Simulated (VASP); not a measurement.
# ZnS (P1) in VASP: single point with PBE

Aim: the single point of ZnS with PBE.

All numbers are computed with VASP 6.6.1; they aren't measurements. Logs are shortened: lines on timing, memory, paths and dates and some standing lists are left out, and cuts for length are marked.

**1. The cell of the first run**

The typed cell holds 8 atoms: a = 3.847 Å, b = 3.847 Å, c = 12.596 Å, α = 89.13°, β = 88.25°, γ = 60.00°.

**2. Single point, PBE**

The input, INCAR:

```
ALGO = Normal
EDIFF = 1E-6
ENCUT = 520
GGA = PE
ISIF = 2
ISMEAR = 0
LASPH = True
LCHARG = False
LREAL = False
LWAVE = False
NBANDS = 46
NELM = 80
PREC = Accurate
SIGMA = 0.05
```

The input, KPOINTS:

```
k-points
0
Gamma
  8 8 2
```

The input, POSCAR:

```
ZnS
1.0
   -3.8467234448      0.0000000000      0.0000000000
   -1.9233617224     -3.3313602246      0.0000000000
   -0.3846723445      0.0000000000     12.5902250307
Zn S
4 4
Direct
    0.9343749653      1.0000000000      0.6562503469
   -0.0156250347      1.0000000000      0.1562503469
    0.2427108819      0.3333333333      0.9062245139
    0.6260442153      0.6666666667      0.4062245139
    0.9156510302      1.0000000000      0.8434896977
    0.9656510302      1.0000000000      0.3434896977
    0.3239497892      0.3333333333      0.0938354415
    0.6072831225      0.6666666667      0.5938354415
```

Potentials or basis: VASP PAW PBE potentials, release 64 (Zn, S).

The run is started by

```console
$ cat potpaw_PBE.64/Zn/POTCAR potpaw_PBE.64/S/POTCAR > POTCAR
$ mpirun -np 1 vasp_std > vasp.out
```

OUTCAR:

```text
EDIFF = 1E-6
   ENCUT = 520
   GGA = PE
   ISIF = 2
   ISMEAR = 0
   LASPH = True
   LREAL = False
   NELM = 80
   PREC = Accurate

 ion  position               nearest neighbor table
   1  0.934  0.000  0.656-   8 2.36   8 2.36   8 2.36   5 2.36
   2  0.984  0.000  0.156-   7 2.36   7 2.36   7 2.36   6 2.36
   3  0.243  0.333  0.906-   5 2.36   5 2.36   5 2.36   7 2.39
   4  0.626  0.667  0.406-   6 2.36   6 2.36   6 2.36   8 2.36
   5  0.916  0.000  0.843-   3 2.36   3 2.36   3 2.36   1 2.36
   6  0.966  0.000  0.343-   4 2.36   4 2.36   4 2.36   2 2.36
   7  0.324  0.333  0.094-   2 2.36   2 2.36   2 2.36   3 2.39
   8  0.607  0.667  0.594-   1 2.36   1 2.36   1 2.36   4 2.36

  LATTYP: Found a base centered monoclinic cell.
 ALAT       =     3.8467234448
 B/A-ratio  =     1.7320508076
 C/A-ratio  =     3.2745011012
 COS(beta)  =    -0.0305390033

  Lattice vectors:

 A1 = (   1.9233617224,  -3.3313602246,   0.0000000000)
 A2 = (   1.9233617224,   3.3313602246,   0.0000000000)
 A3 = (  -0.3846723445,   0.0000000000,  12.5902250307)

Analysis of symmetry for initial positions (statically):
=====================================================================
 Subroutine PRICEL returns:
 Original cell was already a primitive cell.

 Routine SETGRP: Setting up the symmetry group for a
 base centered monoclinic supercell.

 Subroutine GETGRP returns: Found  1 space group operations
 (whereof  1 operations were pure point group operations)
 out of a pool of  4 trial point group operations.

The static configuration has the point symmetry C_1 .

Analysis of symmetry for dynamics (positions and initial velocities):
=====================================================================
 Subroutine PRICEL returns:
 Original cell was already a primitive cell.

 Routine SETGRP: Setting up the symmetry group for a
 base centered monoclinic supercell.

 Subroutine GETGRP returns: Found  1 space group operations
 (whereof  1 operations were pure point group operations)
 out of a pool of  4 trial point group operations.

The dynamic configuration has the point symmetry C_1 .

 Subroutine INISYM returns: Found  1 space group operations
 (whereof  1 operations are pure point group operations),
 and found     1 'primitive' translations

----------------------------------------------------------------------------------------

                                     Primitive cell

  volume of cell :     161.3415

  direct lattice vectors                    reciprocal lattice vectors
    -3.846723445  0.000000000  0.000000000    -0.259961501  0.150088842 -0.007942670
    -1.923361722 -3.331360225  0.000000000     0.000000000 -0.300177685  0.000000000
    -0.384672344  0.000000000 12.590225031     0.000000000  0.000000000  0.079426698

  length of vectors
     3.846723445  3.846723445 12.596100156     0.300282748  0.300177685  0.079426698

  position of ions in fractional coordinates (direct lattice)
     0.934374965  0.000000000  0.656250347
     0.984374965  0.000000000  0.156250347
     0.242710882  0.333333333  0.906224514
     0.626044215  0.666666667  0.406224514
     0.915651030  0.000000000  0.843489698
     0.965651030  0.000000000  0.343489698
     0.323949789  0.333333333  0.093835441
     0.607283123  0.666666667  0.593835441

  ion indices of the primitive-cell ions
   primitive index   ion index
                 1           1
                 2           2
                 3           3
                 4           4
                 5           5
                 6           6
                 7           7
                 8           8

----------------------------------------------------------------------------------------

 KPOINTS: k-points

Automatic generation of k-mesh.
 Grid dimensions read from file:
 generate k-points for:    8    8    2

 Generating k-lattice:

  Cartesian coordinates                     Fractional coordinates (reciprocal lattice)
    -0.032495188  0.018761105 -0.000992834     0.125000000 -0.000000000  0.000000000
     0.000000000 -0.037522211  0.000000000     0.000000000  0.125000000  0.000000000
     0.000000000  0.000000000  0.039713349     0.000000000  0.000000000  0.500000000

  Length of vectors
     0.037535343  0.037522211  0.039713349

  Shift w.r.t. Gamma in fractional coordinates (k-lattice)
     0.000000000  0.000000000  0.000000000

 Subroutine IBZKPT returns following result:
 ===========================================

 Found     68 irreducible k-points:

 Following reciprocal coordinates:
            Coordinates               Weight
  0.000000  0.000000  0.000000      1.000000
  0.125000 -0.000000 -0.000000      2.000000
 -0.125000 -0.125000  0.000000      2.000000
  0.250000 -0.000000 -0.000000      2.000000
 -0.250000 -0.250000  0.000000      2.000000
  0.375000 -0.000000 -0.000000      2.000000
[... 16 lines left out ...]
  0.500000  0.250000 -0.000000      2.000000
 -0.375000  0.250000  0.000000      2.000000
 [... further k-points ...]
   k-points           NKPTS =     68   k-points in BZ     NKDIM =     68   number of bands    NBANDS=     46
   number of dos      NEDOS =    301   number of ions     NIONS =      8
   total plane-waves  NPLWV =  86400
   dimension x,y,z NGX =    30 NGY =   30 NGZ =   96
   dimension x,y,z NGXF=    60 NGYF=   60 NGZF=  192
   ions per type =               4   4
   NGX,Y,Z   is equivalent  to a cutoff of  12.97, 12.97, 12.67 a.u.
   NGXF,Y,Z  is equivalent  to a cutoff of  25.93, 25.93, 25.34 a.u.
 SYSTEM =  unknown system
   PREC   = accura    normal or accurate (medium, high low for compatibility)
   ISTART =      0    job   : 0-new  1-cont  2-samecut
   ICHARG =      2    charge: 1-file 2-atom 10-const
   ISPIN  =      1    spin polarized calculation?
   LNONCOLLINEAR =      F non collinear calculations
   LSORBIT =      F    spin-orbit coupling
   LASPH  =      T    aspherical Exc in radial PAW
   ENCUT  =  520.0 eV  38.22 Ry    6.18 a.u.   7.15  7.15 23.42*2*pi/ulx,y,z
   NELM   =     80;   NELMIN=  2; NELMDL= -5     # of ELM steps
   EDIFF  = 0.1E-05   stopping-criterion for ELM
   LREAL  =      F    real-space projection
   EDIFFG = 0.1E-04   stopping-criterion for IOM
   NSW    =      0    number of steps for IOM
   IBRION =     -1    ionic relax: 0-MD 1-quasi-New 2-CG
   NFREE  =      0    steps in history (QN), initial steepest desc. (CG)
   ISIF   =      2    stress and relaxation
   ISYM   =      2    0-nonsym 1-usesym 2-fastsym
   POTIM  = 0.5000    time-step for ionic-motion
   TEBEG  =    0.0;   TEEND  =   0.0 temperature during run
   PSTRESS=    0.0 pullay stress
   NELECT =      72.0000    total number of electrons
   NUPDOWN=      -1.0000    fix difference up-down
   EMIN   =  10.00;   EMAX   =-10.00  energy-range for DOS
   EFERMI =   0.00;   METHOD = LEGACY
   ISMEAR =     0;   SIGMA  =   0.05  broadening in eV -4-tet -1-fermi 0-gaus
   EFERMI_NEDOS =   21; number of points for ismear=-14 and -15
   IALGO  =     38    algorithm
   IMIX   =      4    mixing-type and parameters
     AMIX     =   0.40;   BMIX     =  1.00
     AMIX_MAG =   1.60;   BMIX_MAG =  1.00
  volume/ion in A,a.u.               =      20.17       136.10
  Fermi-wavevector in a.u.,A,eV,Ry     =   1.251037  2.364118 21.294406  1.565095
  Thomas-Fermi vector in A             =   2.385004
   LORBIT       =      0    0 simple, 1 ext, 2 COOP (PROOUT), +10 PAW based schemes
   GGA     = PE    functional components
   LHFCALC =     F    Hartree Fock is set to
   AEXX    =    0.0000 exact exchange contribution
   IVDW    =     0    specifies the selected vdW correction
   LEPSILON=     F    determine dielectric tensor
   LRPA    =     F    only Hartree local field effects (RPA)
 non-spin polarized calculation
 Gauss-broadening in eV      SIGMA  =   0.05
  energy-cutoff  :      520.00
  volume of cell :      161.34
 maximum number of plane-waves:      4369
 NGX is ok and might be reduce to    30
   NGX = 15   NGY = 15   NGZ = 47

 number of electron      72.0000016 magnetization

 Free energy of the ion-electron system (eV)
  ---------------------------------------------------
  ext. energy  EPLUGINS =         0.00000000
  ---------------------------------------------------
  free energy    TOTEN  =       -27.35290621 eV

  energy without entropy =      -27.35290621  energy(sigma->0) =      -27.35290621

 E-fermi :   2.2361     XC(G=0):  -9.5272

 val. band max:        1.9604606024   @ k =   0.0000   0.0000   0.0000
 cond. band min:       3.9406837228   @ k =   0.0000   0.0000   0.0000
 fundamental gap:      1.9802231204
 Fermi energy:         2.2361467449

 k-point     1 :       0.0000    0.0000    0.0000
  band No.  band energies     occupation
      1     -11.0848      2.00000
      2     -10.6928      2.00000
      3     -10.6589      2.00000
      4     -10.1906      2.00000
      5      -4.3555      2.00000
      6      -4.3486      2.00000
[... 38 lines left out ...]
     45       8.6129      0.00000
     46       8.7335      0.00000

 k-point     2 :       0.1250   -0.0000   -0.0000
  band No.  band energies     occupation
      1     -10.9838      2.00000
      2     -10.6123      2.00000
      3     -10.5738      2.00000
      4     -10.1360      2.00000
      5      -4.3560      2.00000
      6      -4.3374      2.00000
[... 38 lines left out ...]
     45       8.6015      0.00000
     46       8.8226      0.00000

 k-point     3 :      -0.1250   -0.1250    0.0000
  band No.  band energies     occupation
      1     -10.9847      2.00000
      2     -10.6121      2.00000
      3     -10.5742      2.00000
      4     -10.1346      2.00000
      5      -4.3551      2.00000
      6      -4.3469      2.00000
[... 38 lines left out ...]
     45       8.5773      0.00000
     46       8.8593      0.00000

 k-point     4 :       0.2500   -0.0000   -0.0000
  band No.  band energies     occupation
      1     -10.7132      2.00000
      2     -10.4046      2.00000
      3     -10.3572      2.00000
      4     -10.0098      2.00000
      5      -4.3669      2.00000
      6      -4.3118      2.00000
[... 920 lines left out ...]
     45       8.9482      0.00000
     46       9.1621      0.00000

 k-point    23 :       0.5000    0.2500   -0.0000
  band No.  band energies     occupation
      1     -10.2241      2.00000
      2     -10.0769      2.00000
      3     -10.0240      2.00000
      4      -9.8798      2.00000
      5      -4.2851      2.00000
      6      -4.2569      2.00000
[... 38 lines left out ...]
     45       8.8579      0.00000
     46       9.0474      0.00000

 k-point    24 :      -0.3750    0.2500    0.0000
  band No.  band energies     occupation
      1     -10.0518      2.00000
      2     -10.0028      2.00000
      3      -9.9579      2.00000
      4      -9.9107      2.00000
      5      -4.2781      2.00000
      6      -4.2573      2.00000
[... 38 lines left out ...]
     45       8.9450      0.00000
     46       9.7554      0.00000

 [... further k-points ...]

------------------------ aborting loop because EDIFF is reached ----------------------------------------

  FORCE on cell =-STRESS in cart. coord.  units (eV):
  Direction    XX          YY          ZZ          XY          YZ          ZX
  --------------------------------------------------------------------------------------
  -------------------------------------------------------------------------------------
  Total        0.0393799      0.1447385     -0.0023168     -0.3179466     -0.0536972      0.7911855
  in kB        0.3910558      1.4373043     -0.0230066     -3.1573208     -0.5332317      7.8567487
  external PRESSURE =       0.6017845 kB  Pullay stress =       0.0000000 kB

 VOLUME and BASIS-vectors are now :
 -----------------------------------------------------------------------------
  energy-cutoff  :      520.00
  volume of cell :      161.34
      direct lattice vectors                 reciprocal lattice vectors
    -3.846723445  0.000000000  0.000000000    -0.259961501  0.150088842 -0.007942670
    -1.923361722 -3.331360225  0.000000000     0.000000000 -0.300177685  0.000000000
    -0.384672344  0.000000000 12.590225031     0.000000000  0.000000000  0.079426698

 POSITION                                       TOTAL-FORCE (eV/Angst)
 -----------------------------------------------------------------------------------
     -3.84672      0.00000      8.26234        -0.013009      0.002895     -0.009177
     -3.84672      0.00000      1.96723        -0.030383      0.018798      0.010669
     -1.92336     -1.11045     11.40957        -0.114417     -0.005327      0.085827
     -3.84672     -2.22091      5.11446        -0.008576      0.000584     -0.010380
     -3.84672      0.00000     10.61973        -0.104056      0.015938      0.008629
     -3.84672      0.00000      4.32461         0.025324     -0.002680      0.011599
     -1.92336     -1.11045      1.18141         0.252570     -0.030817     -0.105983
     -3.84672     -2.22091      7.47652        -0.007452      0.000609      0.008816
 -----------------------------------------------------------------------------------
    total drift:                               -0.000767      0.000009      0.000153

  FREE ENERGIE OF THE ION-ELECTRON SYSTEM (eV)
  ---------------------------------------------------
  free  energy   TOTEN  =       -27.3529062071 eV

  energy  without entropy=      -27.3529062071  energy(sigma->0) =      -27.35290621
```

Run time: 7.6 min. Hardware: 1 thread of Intel Xeon Platinum 8124M at 3.00GHz (Skylake/Cascade Lake), shared host; peak memory 0.52 GiB.

What came out:

```
Free energy            : -27.3529 eV
Pressure               : 0.1 GPa
Largest force          : 0.276 eV/Å
Band gap on the k mesh : 1.98 eV
```

Forces in eV/Å, atoms in the order of the input:
```
Zn  -0.013  0.003 -0.009
Zn  -0.030  0.019  0.011
Zn  -0.114 -0.005  0.086
Zn  -0.009  0.001 -0.010
S   -0.104  0.016  0.009
S    0.025 -0.003  0.012
S    0.253 -0.031 -0.106
S   -0.007  0.001  0.009
```
